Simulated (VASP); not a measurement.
Input of a VASP 6.6.1 run:

Contents of INCAR:

```
SYSTEM = Ta16C
PREC = Accurate
ENCUT = 520
EDIFF = 1E-6
ISMEAR = 0
SIGMA = 0.05
LREAL = Auto
LASPH = .True.
NELM = 80
ALGO = Normal
ISIF = 2
LWAVE = .False.
LCHARG = .False.
GGA = PE
IVDW = 12
NBANDS = 104
```

The input KPOINTS:

```
Automatic mesh
0
Gamma
  3 3 3
  0 0 0
```

POSCAR

```
Ta16C
1.0
    6.6200000000      0.0000000000      0.0000000000
    0.0000000000      6.6200000000      0.0000000000
    0.0000000000      0.0000000000      6.6200000000
Ta C
16 1
Direct
    0.0084445619     -0.0153179758     -0.0002768882
    0.4919850453     -0.0153425982     -0.0002907855
    0.0084528701      0.5011164653     -0.0002876133
   -0.0124608761      0.0054728097      0.4997108761
    0.2502006042      0.2429004532      0.2513506042
    0.4920086103      0.5010787009     -0.0002803625
    0.5128915408      0.0054941088      0.4997102719
    0.7502075529      0.2428489426      0.2391359517
   -0.0123758308      0.4801981873      0.4996879154
    0.2502456193      0.7428833837      0.2977776435
    0.2502155589      0.2428868580      0.7480551360
    0.5128098187      0.4802064955      0.4997107251
    0.7502283988      0.7428196375      0.2513453172
    0.7502362538      0.2428670695      0.7602681269
    0.2502022659      0.7428469789      0.7016719033
    0.7502131420      0.7428244713      0.7480673716
    0.2502294562      0.7428501511     -0.0002796073
```

Potentials or basis: VASP PAW PBE potentials, release 64 (Ta_pv, C).

The run is started by

```console
$ cat potpaw_PBE.64/Ta_pv/POTCAR potpaw_PBE.64/C/POTCAR > POTCAR
$ mpirun -np 1 vasp_std > vasp.out
```

(1) What does it give for the largest force?

(2) Estimate the band gap on the k mesh.

Results:

(1) 0.044 eV/Å.

(2) zero (bands 90 and 91 overlap by 1.42 eV).

Caveat: spin-orbit coupling is left out, which moves the levels of the heavy elements.
